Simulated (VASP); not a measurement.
# SiC in VASP: a series of runs, part 3 of 3

VASP 6.6.1. The steps go on from the part before.

## 5. Single point, r2SCAN (strain -0.030 along x and y, +0.015 along z)

Input file POSCAR:

```
SiC
1.0
    0.0000000000      2.1087800000      2.2066100000
    2.1087800000      0.0000000000      2.2066100000
    2.1087800000      2.1087800000      0.0000000000
Si C
1 1
Direct
    0.0000000000      0.0000000000      0.0000000000
    0.7500000000      0.7500000000      0.7500000000
```

Input file INCAR.step1:

```
PREC = Accurate
ENCUT = 520
ISMEAR = 0
SIGMA = 0.05
LREAL = False
LASPH = True
NELM = 100
NBANDS = 11
GGA = PE
ALGO = Normal
EDIFF = 1E-4
LWAVE = True
LCHARG = False
```

Input file INCAR.step2:

```
PREC = Accurate
ENCUT = 520
EDIFF = 1E-6
ISMEAR = 0
SIGMA = 0.05
LREAL = False
LASPH = True
NELM = 100
ALGO = Normal
ISIF = 2
LWAVE = False
LCHARG = False
METAGGA = R2SCAN
LMIXTAU = True
NBANDS = 11
ISTART = 1
```

Input file KPOINTS:

```
Automatic mesh
0
Gamma
  12 12 12
```

Potentials or basis: VASP PAW PBE potentials, release 64 (Si, C).

Started as:

```console
$ cat potpaw_PBE.64/Si/POTCAR potpaw_PBE.64/C/POTCAR > POTCAR
$ cp INCAR.step1 INCAR
$ mpirun -np 1 vasp_std > vasp.out
$ cp INCAR.step2 INCAR
$ mpirun -np 1 vasp_std > vasp.out
```

OUTCAR:

```text
PREC = Accurate
   ENCUT = 520
   EDIFF = 1E-6
   ISMEAR = 0
   LREAL = False
   LASPH = True
   NELM = 100
   ISIF = 2
   METAGGA = R2SCAN
   ISTART = 1

 ion  position               nearest neighbor table
   1  0.000  0.000  0.000-   2 1.85   2 1.85   2 1.85   2 1.85
   2  0.750  0.750  0.750-   1 1.85   1 1.85   1 1.85   1 1.85

  LATTYP: Found a body centered tetragonal cell.
 ALAT       =     2.9822652761
 C/A-ratio  =     1.4798214081

  Lattice vectors:

 A1 = (  -2.1087800000,   0.0000000000,   2.2066100000)
 A2 = (   2.1087800000,   0.0000000000,   2.2066100000)
 A3 = (   0.0000000000,   2.1087800000,  -2.2066100000)

Analysis of symmetry for initial positions (statically):
=====================================================================
 Subroutine PRICEL returns:
 Original cell was already a primitive cell.

 Routine SETGRP: Setting up the symmetry group for a
 body centered tetragonal supercell.

 Subroutine GETGRP returns: Found  8 space group operations
 (whereof  8 operations were pure point group operations)
 out of a pool of 16 trial point group operations.

The static configuration has the point symmetry D_2d.

Analysis of symmetry for dynamics (positions and initial velocities):
=====================================================================
 Subroutine PRICEL returns:
 Original cell was already a primitive cell.

 Routine SETGRP: Setting up the symmetry group for a
 body centered tetragonal supercell.

 Subroutine GETGRP returns: Found  8 space group operations
 (whereof  8 operations were pure point group operations)
 out of a pool of 16 trial point group operations.

The dynamic configuration has the point symmetry D_2d.

 Subroutine INISYM returns: Found  8 space group operations
 (whereof  8 operations are pure point group operations),
 and found     1 'primitive' translations

----------------------------------------------------------------------------------------

                                     Primitive cell

  volume of cell :      19.6254

[... 111 lines left out ...]
  Thomas-Fermi vector in A             =   2.349290
   LORBIT       =      0    0 simple, 1 ext, 2 COOP (PROOUT), +10 PAW based schemes
   METAGGA = R2SCAN    functional components
   LHFCALC =     F    Hartree Fock is set to
   AEXX    =    0.0000 exact exchange contribution
   IVDW    =     0    specifies the selected vdW correction
   LEPSILON=     F    determine dielectric tensor
   LRPA    =     F    only Hartree local field effects (RPA)
 non-spin polarized calculation
 Gauss-broadening in eV      SIGMA  =   0.05
  energy-cutoff  :      520.00
  volume of cell :       19.63
 maximum number of plane-waves:       544
   NGX = 11   NGY = 11   NGZ = 11

 number of electron       7.9999999 magnetization

 Free energy of the ion-electron system (eV)
  ---------------------------------------------------
  ext. energy  EPLUGINS =         0.00000000
  ---------------------------------------------------
  free energy    TOTEN  =       -19.26207846 eV

  energy without entropy =      -19.26207846  energy(sigma->0) =      -19.26207846

 E-fermi :   8.9318     XC(G=0): -12.1754

 val. band max:        8.7097800176   @ k =   0.0000   0.0000   0.0000
 cond. band min:      10.1431370807   @ k =   0.5000   0.0000   0.5000
 fundamental gap:      1.4333570631
 Fermi energy:         8.9317565724

 k-point     1 :       0.0000    0.0000    0.0000
  band No.  band energies     occupation
      1      -8.0196      2.00000
      2       8.3597      2.00000
      3       8.7098      2.00000
      4       8.7098      2.00000
      5      16.0748      0.00000
      6      16.8117      0.00000
      7      16.8117      0.00000
      8      16.9251      0.00000
      9      23.2943      0.00000
     10      24.8904      0.00000
     11      26.2072      0.00000
[... 309 lines left out ...]
 k-point    24 :      -0.4167    0.1667    0.0000
  band No.  band energies     occupation
      1      -3.8330      2.00000
      2       0.0004      2.00000
      3       4.9715      2.00000
      4       7.3172      2.00000
      5      14.7703      0.00000
      6      17.2069      0.00000
      7      18.3385      0.00000
      8      21.0591      0.00000
      9      25.3090      0.00000
     10      25.3119      0.00000
     11      28.2372      0.00000

 [... further k-points ...]
[... 5 lines left out ...]
  --------------------------------------------------------------------------------------
  -------------------------------------------------------------------------------------
  Total        2.1218714      2.1218714      0.3856771      0.0000000      0.0000000      0.0000000
  in kB      173.2253749    173.2253749     31.4859171      0.0000000      0.0000000      0.0000000
  external PRESSURE =     125.9788890 kB  Pullay stress =       0.0000000 kB

 VOLUME and BASIS-vectors are now :
 -----------------------------------------------------------------------------
  energy-cutoff  :      520.00
  volume of cell :       19.63
      direct lattice vectors                 reciprocal lattice vectors
     0.000000000  2.108780000  2.206610000    -0.237103918  0.237103918  0.226591922
     2.108780000  0.000000000  2.206610000     0.237103918 -0.237103918  0.226591922
     2.108780000  2.108780000  0.000000000     0.237103918  0.237103918 -0.226591922

 POSITION                                       TOTAL-FORCE (eV/Angst)
 -----------------------------------------------------------------------------------
      0.00000      0.00000      0.00000        -0.000000     -0.000000      0.000000
      3.16317      3.16317      3.30992         0.000000      0.000000      0.000000
 -----------------------------------------------------------------------------------
    total drift:                                0.000001      0.000001      0.000000

  FREE ENERGIE OF THE ION-ELECTRON SYSTEM (eV)
  ---------------------------------------------------
  free  energy   TOTEN  =       -19.2620784557 eV

  energy  without entropy=      -19.2620784557  energy(sigma->0) =      -19.26207846
```

OUTCAR.step1:

```text
PREC = Accurate
   ENCUT = 520
   ISMEAR = 0
   LREAL = False
   LASPH = True
[... 558 lines left out ...]
      0.00000      0.00000      0.00000        -0.000000     -0.000000     -0.000000
      3.16317      3.16317      3.30992         0.000000      0.000000      0.000000
 -----------------------------------------------------------------------------------
    total drift:                                0.000000      0.000000     -0.000000

  FREE ENERGIE OF THE ION-ELECTRON SYSTEM (eV)
  ---------------------------------------------------
  free  energy   TOTEN  =       -14.9709519027 eV

  energy  without entropy=      -14.9709519027  energy(sigma->0) =      -14.97095190
```

OSZICAR.step1:

```text
N       E                     dE             d eps       ncg     rms          rms(c)
DAV:   1     0.334463837254E+01    0.33446E+01   -0.40244E+03  3762   0.617E+02
DAV:   2    -0.164182056065E+02   -0.19763E+02   -0.18698E+02  4516   0.111E+02
DAV:   3    -0.169749750523E+02   -0.55677E+00   -0.55580E+00  4455   0.154E+01
DAV:   4    -0.169769289564E+02   -0.19539E-02   -0.19538E-02  4194   0.116E+00
DAV:   5    -0.169769370883E+02   -0.81319E-05   -0.81319E-05  4414   0.688E-02    0.937E+00
DAV:   6    -0.150456611222E+02    0.19313E+01   -0.65719E+00  4018   0.117E+01    0.420E+00
DAV:   7    -0.149789063983E+02    0.66755E-01   -0.45540E-01  4311   0.382E+00    0.188E+00
DAV:   8    -0.149707493113E+02    0.81571E-02   -0.21075E-02  4075   0.969E-01    0.170E-01
DAV:   9    -0.149708499950E+02   -0.10068E-03   -0.15240E-03  4462   0.227E-01    0.114E-01
DAV:  10    -0.149709501995E+02   -0.10020E-03   -0.20784E-04  3950   0.897E-02    0.259E-02
DAV:  11    -0.149709519027E+02   -0.17032E-05   -0.33339E-05  2114   0.315E-02
   1 F= -.14970952E+02 E0= -.14970952E+02  d E =-.349352E-14
```

It took 2.8 min on 1 thread of AMD EPYC 7R43 (Zen 3), shared host; peak memory 0.13 GiB.

Results:

- Free energy: -19.2621 eV
- Pressure: 12.6 GPa
- Band gap on the k mesh: 1.43 eV, indirect (least direct gap 5.08 eV)

Levels at points of the mesh, in eV from the valence-band top:
| k point | band 1 | band 2 | band 3 | band 4 | band 5 | band 6 | band 7 | band 8 |
| --- | --- | --- | --- | --- | --- | --- | --- | --- |
| (0.00, 0.00, 0.00) | -16.73 | -0.35 | 0.00 | 0.00 | 7.37 | 8.10 | 8.10 | 8.22 |
| (0.50, 0.00, 0.00) | -12.90 | -9.23 | -1.55 | -0.93 | 6.09 | 7.80 | 8.25 | 11.19 |
| (0.50, 0.50, 0.00) | -11.64 | -8.75 | -3.19 | -3.19 | 1.88 | 5.47 | 15.82 | 15.82 |
| (0.50, 0.00, 0.50) | -11.25 | -8.14 | -3.76 | -3.69 | 1.43 | 4.64 | 14.76 | 16.39 |

Caveat: the cell differs from its parent crystal (strain -0.030 along x and y, +0.015 along z); the PAW data sets were made with another functional, which shifts forces and pressure a little. A k mesh can miss the band edges.

## 6. Single point, r2SCAN (strain -0.030 along x and y, +0.030 along z)

Input file POSCAR:

```
SiC
1.0
    0.0000000000      2.1087800000      2.2392200000
    2.1087800000      0.0000000000      2.2392200000
    2.1087800000      2.1087800000      0.0000000000
Si C
1 1
Direct
    0.0000000000      0.0000000000      0.0000000000
    0.7500000000      0.7500000000      0.7500000000
```

Input file INCAR.step1:

```
SYSTEM = SiC
PREC = Accurate
ENCUT = 520
ISMEAR = 0
SIGMA = 0.05
LREAL = .FALSE.
LASPH = .TRUE.
NELM = 60
NBANDS = 11
GGA = PE
ALGO = Normal
EDIFF = 1E-4
LWAVE = .TRUE.
LCHARG = .FALSE.
```

Input file INCAR.step2:

```
SYSTEM = SiC
PREC = Accurate
ENCUT = 520
EDIFF = 1E-6
ISMEAR = 0
SIGMA = 0.05
LREAL = .FALSE.
LASPH = .TRUE.
NELM = 60
ALGO = Normal
ISIF = 2
LWAVE = .FALSE.
LCHARG = .TRUE.
METAGGA = R2SCAN
LMIXTAU = .TRUE.
LELF = .TRUE.
LVHAR = .TRUE.
NBANDS = 11
ISTART = 1
```

Input file KPOINTS:

```
regular mesh
0
G
  12 12 12
  0 0 0
```

Potentials or basis: VASP PAW PBE potentials, release 64 (Si, C).

Started as:

```console
$ cat potpaw_PBE.64/Si/POTCAR potpaw_PBE.64/C/POTCAR > POTCAR
$ cp INCAR.step1 INCAR
$ mpirun -np 1 vasp_std > vasp.out
$ cp INCAR.step2 INCAR
$ mpirun -np 1 vasp_std > vasp.out
```

OUTCAR:

```text
SYSTEM = SiC
   PREC = Accurate
   ENCUT = 520
   EDIFF = 1E-6
   ISMEAR = 0
   LREAL = .FALSE.
   LASPH = .TRUE.
   NELM = 60
   ISIF = 2
   METAGGA = R2SCAN
   ISTART = 1

 ion  position               nearest neighbor table
   1  0.000  0.000  0.000-   2 1.86   2 1.86   2 1.86   2 1.86
   2  0.750  0.750  0.750-   1 1.86   1 1.86   1 1.86   1 1.86

  LATTYP: Found a body centered tetragonal cell.
 ALAT       =     2.9822652761
 C/A-ratio  =     1.5016906899

  Lattice vectors:

 A1 = (  -2.1087800000,   0.0000000000,   2.2392200000)
 A2 = (   2.1087800000,   0.0000000000,   2.2392200000)
 A3 = (   0.0000000000,   2.1087800000,  -2.2392200000)

Analysis of symmetry for initial positions (statically):
=====================================================================
 Subroutine PRICEL returns:
 Original cell was already a primitive cell.

 Routine SETGRP: Setting up the symmetry group for a
 body centered tetragonal supercell.

 Subroutine GETGRP returns: Found  8 space group operations
 (whereof  8 operations were pure point group operations)
 out of a pool of 16 trial point group operations.

The static configuration has the point symmetry D_2d.

Analysis of symmetry for dynamics (positions and initial velocities):
[... 164 lines left out ...]
 Fermi energy:         8.8918324661

 k-point     1 :       0.0000    0.0000    0.0000
  band No.  band energies     occupation
      1      -8.0661      2.00000
      2       8.1156      2.00000
      3       8.5888      2.00000
      4       8.5888      2.00000
      5      15.7060      0.00000
      6      16.5243      0.00000
      7      16.5243      0.00000
      8      16.6724      0.00000
      9      22.7568      0.00000
     10      24.8695      0.00000
     11      25.5734      0.00000
[... 309 lines left out ...]
 k-point    24 :      -0.4167    0.1667    0.0000
  band No.  band energies     occupation
      1      -3.9336      2.00000
      2      -0.1056      2.00000
      3       4.7180      2.00000
      4       7.2701      2.00000
      5      14.6498      0.00000
      6      16.8236      0.00000
      7      18.1839      0.00000
      8      20.7102      0.00000
      9      24.9766      0.00000
     10      25.1188      0.00000
     11      27.8142      0.00000

 [... further k-points ...]
[... 5 lines left out ...]
  --------------------------------------------------------------------------------------
  -------------------------------------------------------------------------------------
  Total        1.8627180      1.8627180     -0.5308026      0.0000000      0.0000000      0.0000000
  in kB      149.8540162    149.8540162    -42.7026001      0.0000000      0.0000000      0.0000000
  external PRESSURE =      85.6684774 kB  Pullay stress =       0.0000000 kB

 VOLUME and BASIS-vectors are now :
 -----------------------------------------------------------------------------
  energy-cutoff  :      520.00
  volume of cell :       19.92
      direct lattice vectors                 reciprocal lattice vectors
     0.000000000  2.108780000  2.239220000    -0.237103918  0.237103918  0.223292039
     2.108780000  0.000000000  2.239220000     0.237103918 -0.237103918  0.223292039
     2.108780000  2.108780000  0.000000000     0.237103918  0.237103918 -0.223292039

 POSITION                                       TOTAL-FORCE (eV/Angst)
 -----------------------------------------------------------------------------------
      0.00000      0.00000      0.00000        -0.000000     -0.000000      0.000000
      3.16317      3.16317      3.35883         0.000000      0.000000     -0.000000
 -----------------------------------------------------------------------------------
    total drift:                                0.000001      0.000001      0.000001

  FREE ENERGIE OF THE ION-ELECTRON SYSTEM (eV)
  ---------------------------------------------------
  free  energy   TOTEN  =       -19.2611443300 eV

  energy  without entropy=      -19.2611443300  energy(sigma->0) =      -19.26114433
```

OUTCAR.step1:

```text
SYSTEM = SiC
   PREC = Accurate
   ENCUT = 520
   ISMEAR = 0
   LREAL = .FALSE.
   LASPH = .TRUE.
[... 558 lines left out ...]
      0.00000      0.00000      0.00000         0.000000      0.000000      0.000000
      3.16317      3.16317      3.35883        -0.000000     -0.000000     -0.000000
 -----------------------------------------------------------------------------------
    total drift:                                0.000000      0.000000     -0.000000

  FREE ENERGIE OF THE ION-ELECTRON SYSTEM (eV)
  ---------------------------------------------------
  free  energy   TOTEN  =       -14.9782376370 eV

  energy  without entropy=      -14.9782376370  energy(sigma->0) =      -14.97823764
```

OSZICAR.step1:

```text
N       E                     dE             d eps       ncg     rms          rms(c)
DAV:   1     0.417189257625E+01    0.41719E+01   -0.39749E+03  3690   0.614E+02
DAV:   2    -0.162914766892E+02   -0.20463E+02   -0.19526E+02  4521   0.111E+02
DAV:   3    -0.169371075545E+02   -0.64563E+00   -0.64420E+00  4411   0.163E+01
DAV:   4    -0.169394691043E+02   -0.23615E-02   -0.23614E-02  4159   0.126E+00
DAV:   5    -0.169394788662E+02   -0.97619E-05   -0.97618E-05  4430   0.752E-02    0.920E+00
DAV:   6    -0.150473253508E+02    0.18922E+01   -0.65449E+00  4003   0.116E+01    0.410E+00
DAV:   7    -0.149860706218E+02    0.61255E-01   -0.43166E-01  4327   0.374E+00    0.185E+00
DAV:   8    -0.149780366495E+02    0.80340E-02   -0.20727E-02  4078   0.962E-01    0.169E-01
DAV:   9    -0.149781343123E+02   -0.97663E-04   -0.15510E-03  4468   0.228E-01    0.113E-01
DAV:  10    -0.149782359250E+02   -0.10161E-03   -0.21321E-04  3929   0.903E-02    0.256E-02
DAV:  11    -0.149782376370E+02   -0.17120E-05   -0.34797E-05  2063   0.319E-02
   1 F= -.14978238E+02 E0= -.14978238E+02  d E =-.616079E-20
```

It took 2.9 min on 1 thread of AMD EPYC 7R43 (Zen 3), shared host; peak memory 0.13 GiB.

What came out:

```yaml
Free_energy: -19.2611 eV
Pressure: 8.6 GPa
Band_gap_on_the_k_mesh: 1.36 eV, indirect (least direct gap 5.04 eV)
```

Caveat: the cell differs from its parent crystal (strain -0.030 along x and y, +0.030 along z); the PAW data sets were made with another functional, which shifts forces and pressure a little. A k mesh can miss the band edges.

## 7. Overview

| cell | gap on the mesh (eV) | pressure (GPa) |
| --- | --- | --- |
| a = 2.982 Å, angles 60.0°, 2 atoms | 1.66 | 26.3 |
| a = 3.005, b = 3.005, c = 2.982 Å, angles 60.3, 60.3, 59.5°, 2 atoms | 1.58 | 21.5 |
| a = 3.029, b = 3.029, c = 2.982 Å, angles 60.5, 60.5, 59.0°, 2 atoms | 1.51 | 16.9 |
| a = 3.052, b = 3.052, c = 2.982 Å, angles 60.8, 60.8, 58.5°, 2 atoms | 1.43 | 12.6 |
| a = 3.076, b = 3.076, c = 2.982 Å, angles 61.0, 61.0, 58.0°, 2 atoms | 1.36 | 8.6 |

Alike in all rows: task single point; level r2SCAN; potentials or basis VASP PAW PBE potentials, release 64 (Si, C); no spin polarisation; k mesh 12 × 12 × 12; cutoff (eV) 520; smearing gaussian 0.05 eV.

Caveats: the PAW data sets were made with another functional, which shifts forces and pressure a little.

Total energies depend on the potentials used, so only differences within one code and one set of settings carry meaning.
